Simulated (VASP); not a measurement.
# Ge3Se2 (R-3m) in VASP: single point with PBE

Aim: the single point of Ge3Se2 with PBE.

All numbers are computed with VASP 6.6.1; they aren't measurements. Logs are shortened: lines on timing, memory, paths and dates and some standing lists are left out, and cuts for length are marked.

## 1. The cell of the first run

The structure is trigonal, space group R-3m (No. 166). The conventional cell has a = 3.878 Å, b = 3.878 Å, c = 24.800 Å, α = 90.00°, β = 90.00°, γ = 120.00°. Ge (site symmetry -3m) has 6 Se at 2.78 Å within 3.7 Å. Ge (site symmetry 3m) has 3 Ge at 2.64 Å and 3 Se at 2.87 Å within 3.5 Å. Within 3.7 Å of Se (site symmetry 3m) lie 6 Ge at 2.78 to 2.87 Å.

## 2. Single point, PBE

Input file INCAR:

```
SYSTEM = Ge3Se2
PREC = Accurate ; ENCUT = 520
EDIFF = 1E-6 ; ISMEAR = 0
SIGMA = 0.1 ; LREAL = .FALSE.
LASPH = .TRUE. ; NELM = 80
ALGO = Normal ; ISIF = 2
LWAVE = .FALSE. ; LCHARG = .FALSE.
GGA = PE ; NBANDS = 35
```

Input file KPOINTS:

```
regular mesh
0
G
  12 12 12
  0 0 0
```

Input file POSCAR:

```
Ge3Se2
1.0
    1.9391055809      1.1195431291      8.2665852114
   -1.9391055809      1.1195431291      8.2665852114
    0.0000000000     -2.2390862582      8.2665852114
Ge Se
3 2
Direct
    0.0000000000      0.0000000000      0.0000000000
    0.1947878623      0.1947878623      0.1947878623
    0.8052121377      0.8052121377      0.8052121377
    0.3996203656      0.3996203656      0.3996203656
    0.6003796344      0.6003796344      0.6003796344
```

Potentials or basis: VASP PAW PBE potentials, release 64 (Ge_d, Se).

The run is started by

```
$ cat potpaw_PBE.64/Ge_d/POTCAR potpaw_PBE.64/Se/POTCAR > POTCAR
$ mpirun -np 1 vasp_std > vasp.out
```

OUTCAR:

```text
SYSTEM = Ge3Se2
   PREC = Accurate
   ENCUT = 520
   EDIFF = 1E-6
   ISMEAR = 0
   LREAL = .FALSE.
   LASPH = .TRUE.
   NELM = 80
   ISIF = 2
   GGA = PE

 ion  position               nearest neighbor table
   1  0.000  0.000  0.000-   5 2.78   4 2.78   5 2.78   5 2.78   4 2.78   4 2.78
   2  0.195  0.195  0.195-   3 2.64   3 2.64   3 2.64
   3  0.805  0.805  0.805-   2 2.64   2 2.64   2 2.64
   4  0.400  0.400  0.400-   1 2.78   1 2.78   1 2.78
   5  0.600  0.600  0.600-   1 2.78   1 2.78   1 2.78

  LATTYP: Found a trigonal (rhomboedric) cell.
 ALAT       =     8.5644578538
 COS(alpha) =     0.8974742027

  Lattice vectors:

 A1 = (   1.9391055809,   1.1195431291,   8.2665852114)
 A2 = (  -1.9391055809,   1.1195431291,   8.2665852114)
 A3 = (   0.0000000000,  -2.2390862582,   8.2665852114)

Analysis of symmetry for initial positions (statically):
=====================================================================
 Subroutine PRICEL returns:
 Original cell was already a primitive cell.

 Routine SETGRP: Setting up the symmetry group for a
 trigonal (rhombohedral) supercell.

 Subroutine GETGRP returns: Found 12 space group operations
 (whereof 12 operations were pure point group operations)
 out of a pool of 12 trial point group operations.

The static configuration has the point symmetry D_3d.

Analysis of symmetry for dynamics (positions and initial velocities):
=====================================================================
 Subroutine PRICEL returns:
 Original cell was already a primitive cell.

 Routine SETGRP: Setting up the symmetry group for a
 trigonal (rhombohedral) supercell.

 Subroutine GETGRP returns: Found 12 space group operations
 (whereof 12 operations were pure point group operations)
 out of a pool of 12 trial point group operations.

The dynamic configuration has the point symmetry D_3d.

 Subroutine INISYM returns: Found 12 space group operations
 (whereof 12 operations are pure point group operations),
 and found     1 'primitive' translations

----------------------------------------------------------------------------------------

[... 94 lines left out ...]
   LSORBIT =      F    spin-orbit coupling
   LASPH  =      T    aspherical Exc in radial PAW
   ENCUT  =  520.0 eV  38.22 Ry    6.18 a.u.  15.92 15.92 15.92*2*pi/ulx,y,z
   NELM   =     80;   NELMIN=  2; NELMDL= -5     # of ELM steps
   EDIFF  = 0.1E-05   stopping-criterion for ELM
   LREAL  =      F    real-space projection
   EDIFFG = 0.1E-04   stopping-criterion for IOM
   NSW    =      0    number of steps for IOM
   IBRION =     -1    ionic relax: 0-MD 1-quasi-New 2-CG
   NFREE  =      0    steps in history (QN), initial steepest desc. (CG)
   ISIF   =      2    stress and relaxation
   ISYM   =      2    0-nonsym 1-usesym 2-fastsym
   POTIM  = 0.5000    time-step for ionic-motion
   TEBEG  =    0.0;   TEEND  =   0.0 temperature during run
   PSTRESS=    0.0 pullay stress
   NELECT =      54.0000    total number of electrons
   NUPDOWN=      -1.0000    fix difference up-down
   EMIN   =  10.00;   EMAX   =-10.00  energy-range for DOS
   EFERMI =   0.00;   METHOD = LEGACY
   ISMEAR =     0;   SIGMA  =   0.10  broadening in eV -4-tet -1-fermi 0-gaus
   EFERMI_NEDOS =   21; number of points for ismear=-14 and -15
   IALGO  =     38    algorithm
   IMIX   =      4    mixing-type and parameters
     AMIX     =   0.40;   BMIX     =  1.00
     AMIX_MAG =   1.60;   BMIX_MAG =  1.00
  volume/ion in A,a.u.               =      21.54       145.33
  Fermi-wavevector in a.u.,A,eV,Ry     =   1.300667  2.457905 23.017454  1.691735
  Thomas-Fermi vector in A             =   2.431851
   LORBIT       =      0    0 simple, 1 ext, 2 COOP (PROOUT), +10 PAW based schemes
   GGA     = PE    functional components
   LHFCALC =     F    Hartree Fock is set to
   AEXX    =    0.0000 exact exchange contribution
   IVDW    =     0    specifies the selected vdW correction
   LEPSILON=     F    determine dielectric tensor
   LRPA    =     F    only Hartree local field effects (RPA)
 non-spin polarized calculation
 Gauss-broadening in eV      SIGMA  =   0.10
  energy-cutoff  :      520.00
  volume of cell :      107.68
 maximum number of plane-waves:      2918
   NGX = 31   NGY = 31   NGZ = 31

 number of electron      54.0000011 magnetization

 Free energy of the ion-electron system (eV)
  ---------------------------------------------------
  ext. energy  EPLUGINS =         0.00000000
  ---------------------------------------------------
  free energy    TOTEN  =       -20.47196748 eV

  energy without entropy =      -20.46238249  energy(sigma->0) =      -20.46717499

 E-fermi :   5.2937     XC(G=0): -10.3406

 val. band max:        5.2919227943   @ k =  -0.2500  -0.3333   0.1667
 cond. band min:       5.2943113530   @ k =  -0.1667   0.0833   0.0833
 fundamental gap:      0.0023885587
 Fermi energy:         5.2937037412

 k-point     1 :       0.0000    0.0000    0.0000
  band No.  band energies     occupation
      1     -19.6198      2.00000
      2     -19.6198      2.00000
      3     -19.6117      2.00000
      4     -19.6109      2.00000
      5     -19.6109      2.00000
      6     -19.5357      2.00000
[... 901 lines left out ...]
     34      10.6969      0.00000
     35      11.1407      0.00000

 [... further k-points ...]

------------------------ aborting loop because EDIFF is reached ----------------------------------------

  FORCE on cell =-STRESS in cart. coord.  units (eV):
  Direction    XX          YY          ZZ          XY          YZ          ZX
  --------------------------------------------------------------------------------------
  -------------------------------------------------------------------------------------
  Total        0.0163253      0.0163253      0.0081447      0.0000000      0.0000000      0.0000000
  in kB        0.2429144      0.2429144      0.1211893      0.0000000      0.0000000      0.0000000
  external PRESSURE =       0.2023394 kB  Pullay stress =       0.0000000 kB

 VOLUME and BASIS-vectors are now :
 -----------------------------------------------------------------------------
  energy-cutoff  :      520.00
  volume of cell :      107.68
      direct lattice vectors                 reciprocal lattice vectors
     1.939105581  1.119543129  8.266585211     0.257850839  0.148870251  0.040322978
    -1.939105581  1.119543129  8.266585211    -0.257850839  0.148870251  0.040322978
     0.000000000 -2.239086258  8.266585211     0.000000000 -0.297740502  0.040322978

 POSITION                                       TOTAL-FORCE (eV/Angst)
 -----------------------------------------------------------------------------------
      0.00000      0.00000      0.00000         0.000000     -0.000000      0.000000
      0.00000      0.00000      4.83069         0.000000     -0.000000      0.000667
      0.00000      0.00000     19.96906         0.000000      0.000000     -0.000667
      0.00000      0.00000      9.91049         0.000000     -0.000000      0.000809
      0.00000      0.00000     14.88927         0.000000      0.000000     -0.000809
 -----------------------------------------------------------------------------------
    total drift:                                0.000000      0.000000      0.000000

  FREE ENERGIE OF THE ION-ELECTRON SYSTEM (eV)
  ---------------------------------------------------
  free  energy   TOTEN  =       -20.4719674814 eV

  energy  without entropy=      -20.4623824915  energy(sigma->0) =      -20.46717499
```

OSZICAR:

```text
N       E                     dE             d eps       ncg     rms          rms(c)
DAV:   1     0.510743767667E+03    0.51074E+03   -0.25925E+04 15621   0.360E+03
DAV:   2     0.731254688766E+02   -0.43762E+03   -0.42406E+03 13230   0.812E+02
DAV:   3    -0.152026911813E+02   -0.88328E+02   -0.86760E+02 15521   0.201E+02
DAV:   4    -0.204516928807E+02   -0.52490E+01   -0.52032E+01 15732   0.556E+01
DAV:   5    -0.205642106666E+02   -0.11252E+00   -0.11227E+00 16037   0.905E+00    0.483E+00
DAV:   6    -0.204673519493E+02    0.96859E-01   -0.24155E-01 16863   0.325E+00    0.291E+00
DAV:   7    -0.204703381977E+02   -0.29862E-02   -0.11286E-01 17043   0.181E+00    0.824E-01
DAV:   8    -0.204717553213E+02   -0.14171E-02   -0.94506E-03 15821   0.804E-01    0.156E-01
DAV:   9    -0.204718533299E+02   -0.98009E-04   -0.14755E-03 15471   0.200E-01    0.679E-02
DAV:  10    -0.204719406997E+02   -0.87370E-04   -0.28737E-04 15393   0.114E-01    0.243E-02
DAV:  11    -0.204719640163E+02   -0.23317E-04   -0.45805E-05 15218   0.435E-02    0.106E-02
DAV:  12    -0.204719670373E+02   -0.30211E-05   -0.54381E-06 13390   0.128E-02    0.345E-03
DAV:  13    -0.204719674814E+02   -0.44412E-06   -0.10525E-06  9733   0.566E-03
   1 F= -.20471967E+02 E0= -.20467175E+02  d E =-.958499E-02
```

It took 23 min on 1 thread of AMD EPYC 9R45 (Zen 5), shared host; peak memory 0.91 GiB.

Results:

```
Free energy            : -20.4720 eV
Pressure               : 0.0 GPa
Band gap on the k mesh : zero (bands 27 and 28 overlap by 1.41 eV)
```

Levels at points of the mesh, in eV from the Fermi level:
```
           k point  band 24  band 25  band 26  band 27  band 28  band 29  band 30  band 31
(0.00, 0.00, 0.00)    -1.76    -0.74    -0.68     0.60     0.60     1.76     1.86     1.86
(0.50, 0.00, 0.00)    -3.08    -2.97    -2.23    -1.52     0.14     1.73     2.18     2.37
(0.50, 0.50, 0.00)    -3.69    -2.29    -1.49    -0.81    -0.31     1.29     2.61     2.93
(0.50, 0.50, 0.50)    -1.79    -1.79     0.38     0.38     0.57     0.73     2.75     2.75
```
